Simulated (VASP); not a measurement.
A run of VASP 6.6.1 is set up as follows.

Contents of INCAR:

```
PREC = Accurate ; ENCUT = 840
EDIFF = 1E-6 ; ISMEAR = 0
SIGMA = 0.05 ; LREAL = False
LASPH = True ; NELM = 120
ALGO = Normal ; ISIF = 2
LWAVE = False ; LCHARG = False
NBANDS = 15 ; GGA_COMPAT = False
```

Contents of KPOINTS:

```
Automatic mesh
0
Gamma
  12 12 12
```

Contents of POSCAR:

```
MgO
1.0
    0.0000000000      2.1085000000      2.1085000000
    2.1085000000      0.0000000000      2.1085000000
    2.1085000000      2.1085000000      0.0000000000
Mg O
1 1
Direct
    0.0000000000      0.0000000000      0.0000000000
    0.5000000000      0.5000000000      0.5000000000
```

Potentials or basis: VASP PAW LDA potentials, release 64 (Mg_sv, O).

Run with:

```console
$ cat potpaw_LDA.64/Mg_sv/POTCAR potpaw_LDA.64/O/POTCAR > POTCAR
$ mpirun -np 1 vasp_std > vasp.out
```

Q: Predict the band gap on the k mesh.

A: 4.63 eV.

Q: What does it give for the pressure?

A: -6.1 GPa.

Caveat: the cell stands under tension. A k mesh can miss the band edges.
